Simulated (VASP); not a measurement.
# C (P-1) in VASP: a series of runs

Runs on C. Level: PBE. Tasks: single point.

Everything below comes from runs of VASP 6.6.1. Logs are shortened: lines on timing, memory, paths and dates and some standing lists are left out, and cuts for length are marked.

### Step 1. The cell of the first run

The typed cell holds 12 atoms: a = 2.549 Å, b = 2.466 Å, c = 12.570 Å, α = 88.40°, β = 85.77°, γ = 116.79°.

### Step 2. Single point, PBE

File INCAR:

```
SYSTEM = C
PREC = Accurate
ENCUT = 520
EDIFF = 1E-6
ISMEAR = 0
SIGMA = 0.05
LREAL = .False.
LASPH = .True.
NELM = 100
ALGO = Normal
ISIF = 2
LWAVE = .False.
LCHARG = .True.
GGA = PE
LELF = .True.
LVHAR = .True.
NBANDS = 36
```

File KPOINTS:

```
Automatic mesh
0
Gamma
  12 12 2
  0 0 0
```

File POSCAR:

```
C
1.0
    2.5457512053      0.0923780017      0.0923780017
   -1.1928739065      2.1584962147      0.0338126954
    0.4555269730      0.4555269730     12.5534036215
C
12
Direct
    0.0000000000      0.0000000000      0.1868593266
    0.0000000000      0.0000000000      0.6868593266
    0.0000000000      0.0000000000      0.3131406734
    0.0000000000      0.0000000000      0.8131406734
    0.3333333333      0.6666666667      0.5207665411
    0.6666666667      0.3333333333      0.0207665411
    0.3333333333      0.6666666667      0.9792334589
    0.6666666667      0.3333333333      0.4792334589
    0.3333333333      0.6666666667      0.6450950823
    0.6666666667      0.3333333333      0.1450950823
    0.3333333333      0.6666666667      0.8549049177
    0.6666666667      0.3333333333      0.3549049177
```

Potentials or basis: VASP PAW PBE potentials, release 64 (C).

Command:

```sh
$ cat potpaw_PBE.64/C/POTCAR > POTCAR
$ mpirun -np 1 vasp_std > vasp.out
```

OUTCAR:

```text
SYSTEM = C
   PREC = Accurate
   ENCUT = 520
   EDIFF = 1E-6
   ISMEAR = 0
   LREAL = .False.
   LASPH = .True.
   NELM = 100
   ISIF = 2
   GGA = PE

 ion  position               nearest neighbor table
   1  0.000  0.000  0.187-  10 1.53  10 1.56   3 1.59  10 1.60
   2  0.000  0.000  0.687-   9 1.50   9 1.53   4 1.59   9 1.65
   3  0.000  0.000  0.313-  12 1.50  12 1.53   1 1.59  12 1.65
   4  0.000  0.000  0.813-  11 1.53  11 1.56   2 1.59  11 1.60
   5  0.333  0.667  0.521-   8 1.50   8 1.52   9 1.56   8 1.65
   6  0.667  0.333  0.021-   7 1.53   7 1.56  10 1.56   7 1.60
   7  0.333  0.667  0.979-   6 1.53   6 1.56  11 1.56   6 1.60
   8  0.667  0.333  0.479-   5 1.50   5 1.52  12 1.56   5 1.65
   9  0.333  0.667  0.645-   2 1.50   2 1.53   5 1.56   2 1.65
  10  0.667  0.333  0.145-   1 1.53   1 1.56   6 1.56   1 1.60
  11  0.333  0.667  0.855-   4 1.53   4 1.56   7 1.56   4 1.60
  12  0.667  0.333  0.355-   3 1.50   3 1.53   8 1.56   3 1.65

  LATTYP: Found a triclinic cell.
 ALAT       =     4.4151726772
 B/A-ratio  =     0.5586222890
 C/A-ratio  =     2.8469832185
 COS(alpha) =     0.0278792924
 COS(beta)  =     0.0736969315
 COS(gamma) =     0.8569753443

  Lattice vectors:

 A1 = (   0.1600033923,   4.4093704311,   0.1600033925)
 A2 = (  -1.1928739065,   2.1584962147,   0.0338126954)
 A3 = (   0.4555269730,   0.4555269730,  12.5534036215)

Analysis of symmetry for initial positions (statically):
=====================================================================
 Subroutine PRICEL returns:
 Original cell was already a primitive cell.

 Routine SETGRP: Setting up the symmetry group for a
 triclinic supercell.

 Subroutine GETGRP returns: Found  2 space group operations
 (whereof  2 operations were pure point group operations)
 out of a pool of  2 trial point group operations.

The static configuration has the point symmetry S_2 .

Analysis of symmetry for dynamics (positions and initial velocities):
=====================================================================
 Subroutine PRICEL returns:
 Original cell was already a primitive cell.

 Routine SETGRP: Setting up the symmetry group for a
 triclinic supercell.

 Subroutine GETGRP returns: Found  2 space group operations
 (whereof  2 operations were pure point group operations)
 out of a pool of  2 trial point group operations.

The dynamic configuration has the point symmetry S_2 .

 Subroutine INISYM returns: Found  2 space group operations
 (whereof  2 operations are pure point group operations),
 and found     1 'primitive' translations

----------------------------------------------------------------------------------------

                                     Primitive cell

  volume of cell :      70.1854

  direct lattice vectors                    reciprocal lattice vectors
     2.545751205  0.092378002  0.092378002     0.385850544  0.213577638 -0.021751528
    -1.192873907  2.158496215  0.033812695    -0.015923223  0.454735108 -0.015923223
     0.455526973  0.455526973 12.553403621    -0.002796508 -0.002796508  0.079862625

  length of vectors
     2.549101134  2.466413867 12.569922519     0.441553144  0.455292342  0.079960489

  position of ions in fractional coordinates (direct lattice)
     1.000000000  0.000000000  0.186859327
     1.000000000  0.000000000  0.686859327
     1.000000000  0.000000000  0.313140673
     1.000000000  0.000000000  0.813140673
     0.333333333  0.666666667  0.520766541
     0.666666667  0.333333333  0.020766541
     0.333333333  0.666666667  0.979233459
     0.666666667  0.333333333  0.479233459
     0.333333333  0.666666667  0.645095082
     0.666666667  0.333333333  0.145095082
     0.333333333  0.666666667  0.854904918
     0.666666667  0.333333333  0.354904918

  ion indices of the primitive-cell ions
   primitive index   ion index
                 1           1
                 2           2
                 3           3
                 4           4
                 5           5
                 6           6
                 7           7
                 8           8
                 9           9
                10          10
                11          11
                12          12

----------------------------------------------------------------------------------------

 KPOINTS: Automatic mesh

Automatic generation of k-mesh.
 Grid dimensions read from file:
 generate k-points for:   12   12    2

 Generating k-lattice:

  Cartesian coordinates                     Fractional coordinates (reciprocal lattice)
     0.032154212  0.017798137 -0.001812627     0.083333333  0.000000000  0.000000000
    -0.001326935  0.037894592 -0.001326935    -0.000000000  0.083333333 -0.000000000
    -0.001398254 -0.001398254  0.039931313     0.000000000  0.000000000  0.500000000

  Length of vectors
     0.036796095  0.037941028  0.039980245

  Shift w.r.t. Gamma in fractional coordinates (k-lattice)
     0.000000000  0.000000000  0.000000000

 Subroutine IBZKPT returns following result:
 ===========================================

 Found    148 irreducible k-points:

 Following reciprocal coordinates:
            Coordinates               Weight
  0.000000  0.000000  0.000000      1.000000
  0.083333 -0.000000 -0.000000      2.000000
  0.166667 -0.000000  0.000000      2.000000
  0.250000  0.000000 -0.000000      2.000000
  0.333333 -0.000000  0.000000      2.000000
  0.416667  0.000000  0.000000      2.000000
[... 16 lines left out ...]
  0.250000  0.166667  0.000000      2.000000
  0.333333  0.166667  0.000000      2.000000
 [... further k-points ...]
   k-points           NKPTS =    148   k-points in BZ     NKDIM =    148   number of bands    NBANDS=     36
   number of dos      NEDOS =    301   number of ions     NIONS =     12
   total plane-waves  NPLWV =  34560
   dimension x,y,z NGX =    20 NGY =   18 NGZ =   96
   dimension x,y,z NGXF=    40 NGYF=   36 NGZF=  192
   ions per type =              12
   NGX,Y,Z   is equivalent  to a cutoff of  13.04, 12.13, 12.70 a.u.
   NGXF,Y,Z  is equivalent  to a cutoff of  26.09, 24.27, 25.39 a.u.
 SYSTEM =  C
   PREC   = accura    normal or accurate (medium, high low for compatibility)
   ISTART =      0    job   : 0-new  1-cont  2-samecut
   ICHARG =      2    charge: 1-file 2-atom 10-const
   ISPIN  =      1    spin polarized calculation?
   LNONCOLLINEAR =      F non collinear calculations
   LSORBIT =      F    spin-orbit coupling
   LASPH  =      T    aspherical Exc in radial PAW
   ENCUT  =  520.0 eV  38.22 Ry    6.18 a.u.   4.74  4.59 23.37*2*pi/ulx,y,z
   NELM   =    100;   NELMIN=  2; NELMDL= -5     # of ELM steps
   EDIFF  = 0.1E-05   stopping-criterion for ELM
   LREAL  =      F    real-space projection
   EDIFFG = 0.1E-04   stopping-criterion for IOM
   NSW    =      0    number of steps for IOM
   IBRION =     -1    ionic relax: 0-MD 1-quasi-New 2-CG
   NFREE  =      0    steps in history (QN), initial steepest desc. (CG)
   ISIF   =      2    stress and relaxation
   ISYM   =      2    0-nonsym 1-usesym 2-fastsym
   POTIM  = 0.5000    time-step for ionic-motion
   TEBEG  =    0.0;   TEEND  =   0.0 temperature during run
   PSTRESS=    0.0 pullay stress
   NELECT =      48.0000    total number of electrons
   NUPDOWN=      -1.0000    fix difference up-down
   EMIN   =  10.00;   EMAX   =-10.00  energy-range for DOS
   EFERMI =   0.00;   METHOD = LEGACY
   ISMEAR =     0;   SIGMA  =   0.05  broadening in eV -4-tet -1-fermi 0-gaus
   EFERMI_NEDOS =   21; number of points for ismear=-14 and -15
   IALGO  =     38    algorithm
   IMIX   =      4    mixing-type and parameters
     AMIX     =   0.40;   BMIX     =  1.00
     AMIX_MAG =   1.60;   BMIX_MAG =  1.00
  volume/ion in A,a.u.               =       5.85        39.47
  Fermi-wavevector in a.u.,A,eV,Ry     =   1.442358  2.725661 28.305505  2.080396
  Thomas-Fermi vector in A             =   2.560887
   LORBIT       =      0    0 simple, 1 ext, 2 COOP (PROOUT), +10 PAW based schemes
   GGA     = PE    functional components
   LHFCALC =     F    Hartree Fock is set to
   AEXX    =    0.0000 exact exchange contribution
   IVDW    =     0    specifies the selected vdW correction
   LEPSILON=     F    determine dielectric tensor
   LRPA    =     F    only Hartree local field effects (RPA)
 non-spin polarized calculation
 Gauss-broadening in eV      SIGMA  =   0.05
  energy-cutoff  :      520.00
  volume of cell :       70.19
 maximum number of plane-waves:      1932
   NGX =  9   NGY =  9   NGZ = 47

 number of electron      47.9999998 magnetization

 Free energy of the ion-electron system (eV)
  ---------------------------------------------------
  ext. energy  EPLUGINS =         0.00000000
  ---------------------------------------------------
  free energy    TOTEN  =      -107.38301131 eV

  energy without entropy =     -107.38301131  energy(sigma->0) =     -107.38301131

 E-fermi :  10.0189     XC(G=0): -13.1041

 val. band max:        9.7885164479   @ k =   0.0000   0.0000   0.0000
 cond. band min:      12.7777581125   @ k =   0.5000   0.5000   0.0000
 fundamental gap:      2.9892416645
 Fermi energy:        10.0188565090

 k-point     1 :       0.0000    0.0000    0.0000
  band No.  band energies     occupation
      1     -11.8025      2.00000
      2     -11.0919      2.00000
      3     -11.0131      2.00000
      4      -8.8914      2.00000
      5      -8.8296      2.00000
      6      -6.2330      2.00000
[... 28 lines left out ...]
     35      17.1407      0.00000
     36      17.1902      0.00000
[... 866 lines left out ...]
      6      -3.4281      2.00000
[... 28 lines left out ...]
     35      20.4023      0.00000
     36      20.5573      0.00000

 [... further k-points ...]

------------------------ aborting loop because EDIFF is reached ----------------------------------------

  FORCE on cell =-STRESS in cart. coord.  units (eV):
  Direction    XX          YY          ZZ          XY          YZ          ZX
  --------------------------------------------------------------------------------------
  -------------------------------------------------------------------------------------
  Total       -3.4559224     -2.7614791     -3.4652812    -15.9620587    -14.4922956    -14.5835985
  in kB      -78.8910692    -63.0384632    -79.1047085   -364.3785114   -330.8270682   -332.9113136
  external PRESSURE =     -73.6780803 kB  Pullay stress =       0.0000000 kB

 VOLUME and BASIS-vectors are now :
 -----------------------------------------------------------------------------
  energy-cutoff  :      520.00
  volume of cell :       70.19
      direct lattice vectors                 reciprocal lattice vectors
     2.545751205  0.092378002  0.092378002     0.385850544  0.213577638 -0.021751528
    -1.192873907  2.158496215  0.033812695    -0.015923223  0.454735108 -0.015923223
     0.455526973  0.455526973 12.553403621    -0.002796508 -0.002796508  0.079862625

 POSITION                                       TOTAL-FORCE (eV/Angst)
 -----------------------------------------------------------------------------------
      0.08512      0.08512      2.34572        -0.087082     -0.146459      0.013766
      0.31288      0.31288      8.62242        -0.052263      0.069197      0.298877
      0.14264      0.14264      3.93098         0.052263     -0.069197     -0.298877
      0.37041      0.37041     10.20768         0.087082      0.146459     -0.013766
      0.29056      1.70701      6.59073        -0.014183      0.163222      0.275485
      1.30900      0.79054      0.33355         0.064420     -0.049899      0.046436
      0.49940      1.91586     12.34605        -0.064420      0.049899     -0.046436
      1.51785      0.99939      6.08887         0.014183     -0.163222     -0.275485
      0.34719      1.76365      8.15147         0.000786     -0.158830     -0.236783
      1.36564      0.84718      1.89429        -0.048203      0.046466     -0.009818
      0.44277      1.85922     10.78530         0.048203     -0.046466      0.009818
      1.46121      0.94275      4.52812        -0.000786      0.158830      0.236783
 -----------------------------------------------------------------------------------
    total drift:                               -0.000000      0.000000      0.000000

  FREE ENERGIE OF THE ION-ELECTRON SYSTEM (eV)
  ---------------------------------------------------
  free  energy   TOTEN  =      -107.3830113146 eV

  energy  without entropy=     -107.3830113146  energy(sigma->0) =     -107.38301131
```

Wall time 3.1 min (1 thread of Intel Xeon 6975P-C (Granite Rapids), shared host); peak memory 0.34 GiB.

Results:

```
Free energy            : -107.3830 eV
Pressure               : -7.4 GPa
Largest force          : 0.321 eV/Å
Band gap on the k mesh : 2.99 eV (least direct gap 3.57 eV)
```

Forces in eV/Å, atoms in the order of the input:
```
C   -0.087 -0.146  0.014
C   -0.052  0.069  0.299
C    0.052 -0.069 -0.299
C    0.087  0.146 -0.014
C   -0.014  0.163  0.275
C    0.064 -0.050  0.046
C   -0.064  0.050 -0.046
C    0.014 -0.163 -0.275
C    0.001 -0.159 -0.237
C   -0.048  0.046 -0.010
C    0.048 -0.046  0.010
C   -0.001  0.159  0.237
```

Caveat: the cell stands under tension. A k mesh can miss the band edges.

### Step 3. Single point, PBE

This run uses another cell than the first one, of 5.51 Å³/atom.

File INCAR:

```
SYSTEM = C
PREC     = Accurate       ! precision mode
ENCUT    = 520            ! plane-wave cutoff, eV
EDIFF    = 1E-7           ! SCF threshold, eV
ISMEAR   = 0              ! smearing method
SIGMA    = 0.05           ! smearing width, eV
LREAL    = .FALSE.        ! projectors in reciprocal space
LASPH    = .TRUE.         ! aspherical terms in the spheres
NELM     = 60             ! most SCF steps
ALGO     = Normal         ! electronic algorithm
ISIF     = 2              ! what is computed and relaxed
LWAVE    = .FALSE.        ! write WAVECAR
LCHARG   = .FALSE.        ! write CHGCAR
GGA      = PE             ! functional
NBANDS   = 36             ! bands
```

File KPOINTS:

```
Automatic mesh
0
G
  12 12 2
  0 0 0
```

POSCAR, as its differences from that of step 2:

```diff
@@ -2,5 +2,5 @@
 1.0
-    2.5457512053      0.0923780017      0.0923780017
-   -1.1928739065      2.1584962147      0.0338126954
-    0.4555269730      0.4555269730     12.5534036215
+    2.4953402903      0.0923780017      0.0923780017
+   -1.1676684490      2.1148390817      0.0338126954
+    0.4555269730      0.4555269730     12.3048213715
 C
```

Potentials or basis: VASP PAW PBE potentials, release 64 (C).

Command:

```sh
$ cat potpaw_PBE.64/C/POTCAR > POTCAR
$ mpirun -np 1 vasp_std > vasp.out
```

OUTCAR:

```text
SYSTEM = C
   PREC = Accurate
   ENCUT = 520
   EDIFF = 1E-7
   ISMEAR = 0
   LREAL = .FALSE.
   LASPH = .TRUE.
   NELM = 60
   ISIF = 2
   GGA = PE

 ion  position               nearest neighbor table
   1  0.000  0.000  0.187-  10 1.50  10 1.53   3 1.56  10 1.57
   2  0.000  0.000  0.687-   9 1.47   9 1.49   4 1.56   9 1.62
   3  0.000  0.000  0.313-  12 1.47  12 1.49   1 1.56  12 1.62
   4  0.000  0.000  0.813-  11 1.50  11 1.53   2 1.56  11 1.57
   5  0.333  0.667  0.521-   8 1.47   8 1.49   9 1.53   8 1.62
[... 1170 lines left out ...]

 VOLUME and BASIS-vectors are now :
 -----------------------------------------------------------------------------
  energy-cutoff  :      520.00
  volume of cell :       66.09
      direct lattice vectors                 reciprocal lattice vectors
     2.495340290  0.092378002  0.092378002     0.393527454  0.217640494 -0.022625561
    -1.167668449  2.114839082  0.033812695    -0.016563060  0.463969050 -0.016563060
     0.455526973  0.455526973 12.304821371    -0.002908879 -0.002908879  0.081484332

 POSITION                                       TOTAL-FORCE (eV/Angst)
 -----------------------------------------------------------------------------------
      0.08512      0.08512      2.29927        -0.039092     -0.292032      0.065388
      0.31288      0.31288      8.45168        -0.374790     -0.048414      0.387677
      0.14264      0.14264      3.85314         0.374790      0.048414     -0.387677
      0.37041      0.37041     10.00555         0.039092      0.292032     -0.065388
      0.29056      1.67791      6.46127        -0.330470      0.055796      0.317801
      1.28380      0.77599      0.32838         0.126962     -0.184620      0.058561
      0.49940      1.88675     12.10263        -0.126962      0.184620     -0.058561
      1.49264      0.98484      5.96974         0.330470     -0.055796     -0.317801
      0.34719      1.73454      7.99111         0.312191     -0.051754     -0.288221
      1.34043      0.83263      1.85823        -0.107224      0.179700     -0.028478
      0.44277      1.83012     10.57279         0.107224     -0.179700      0.028478
      1.43601      0.92820      4.43990        -0.312191      0.051754      0.288221
 -----------------------------------------------------------------------------------
    total drift:                               -0.000000      0.000000      0.000000

  FREE ENERGIE OF THE ION-ELECTRON SYSTEM (eV)
  ---------------------------------------------------
  free  energy   TOTEN  =      -107.1700935340 eV

  energy  without entropy=     -107.1700935340  energy(sigma->0) =     -107.17009353
```

OSZICAR:

```text
N       E                     dE             d eps       ncg     rms          rms(c)
DAV:   1     0.124963886228E+03    0.12496E+03   -0.25573E+04 10656   0.131E+03
DAV:   2    -0.102396339639E+03   -0.22736E+03   -0.21405E+03 13788   0.256E+02
DAV:   3    -0.111326770921E+03   -0.89304E+01   -0.88547E+01 14096   0.460E+01
DAV:   4    -0.111432693583E+03   -0.10592E+00   -0.10561E+00 13832   0.534E+00
DAV:   5    -0.111434945420E+03   -0.22518E-02   -0.22497E-02 13624   0.703E-01    0.142E+01
DAV:   6    -0.108227476820E+03    0.32075E+01   -0.21432E+00 12368   0.707E+00    0.844E+00
DAV:   7    -0.107165812159E+03    0.10617E+01   -0.27309E+00 12544   0.819E+00    0.185E+00
DAV:   8    -0.107169741842E+03   -0.39297E-02   -0.98052E-02 13268   0.154E+00    0.128E-01
DAV:   9    -0.107169961177E+03   -0.21934E-03   -0.17017E-03 13992   0.234E-01    0.585E-02
DAV:  10    -0.107170065563E+03   -0.10439E-03   -0.14324E-04 12848   0.703E-02    0.250E-02
DAV:  11    -0.107170091701E+03   -0.26138E-04   -0.24217E-05 13360   0.297E-02    0.471E-03
DAV:  12    -0.107170093287E+03   -0.15857E-05   -0.16277E-06 13556   0.763E-03    0.219E-03
DAV:  13    -0.107170093472E+03   -0.18476E-06   -0.23071E-07 10888   0.405E-03    0.797E-04
DAV:  14    -0.107170093534E+03   -0.62334E-07   -0.14486E-07  8368   0.217E-03
   1 F= -.10717009E+03 E0= -.10717009E+03  d E =-.299971E-12
```

Wall time 3.4 min (1 thread of Intel Xeon Platinum 8488C (Sapphire Rapids), shared host); peak memory 0.33 GiB.

Results:

* Free energy: -107.1701 eV
* Pressure: 19.7 GPa
* Largest force: 0.541 eV/Å
* Band gap on the k mesh: 3.02 eV (least direct gap 3.63 eV)

Forces on the atoms (eV/Å):
```
C   -0.039 -0.292  0.065
C   -0.375 -0.048  0.388
C    0.375  0.048 -0.388
C    0.039  0.292 -0.065
C   -0.330  0.056  0.318
C    0.127 -0.185  0.059
C   -0.127  0.185 -0.059
C    0.330 -0.056 -0.318
C    0.312 -0.052 -0.288
C   -0.107  0.180 -0.028
C    0.107 -0.180  0.028
C   -0.312  0.052  0.288
```

Caveat: the cell stands under pressure.
